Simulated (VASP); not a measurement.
Pd, 1 atom in the cell. It takes space group Fm-3m (No. 225, cubic). Conventional cell: a = 3.912 Å, b = 3.912 Å, c = 3.912 Å, α = 90.00°, β = 90.00°, γ = 90.00°. Pd (site symmetry m-3m) has 12 Pd at 2.77 Å within 3.6 Å. 

* Program: VASP 6.6.1
* Task: single point
* Functional: r2SCAN
* Potentials or basis: VASP PAW PBE potentials, release 64 (Pd)
* Cutoff: 520 eV
* k mesh: 14 × 14 × 14
* Occupations: methfessel-paxton, width 0.01 eV
* Spin: no spin polarisation
* Dipole correction: no
* Further INCAR settings: ALGO = Normal; EDIFF = 1e-07; NBANDS = 11

Potentials or basis: VASP PAW PBE potentials, release 64 (Pd).

Run with:

```console
$ cat potpaw_PBE.64/Pd/POTCAR > POTCAR
$ cp INCAR.step1 INCAR
$ mpirun -np 1 vasp_std > vasp.out
$ cp INCAR.step2 INCAR
$ mpirun -np 1 vasp_std > vasp.out
```

Hardware: 1 thread of Intel(R) Xeon(R) Platinum 8559C (Emerald Rapids) (shared host).

Task: How long does it take, and how much memory?

Result: Run time: 34 s on 1 thread of Intel(R) Xeon(R) Platinum 8559C (Emerald Rapids) (shared host), peak memory 0.15 GiB. Counts: k points 104.
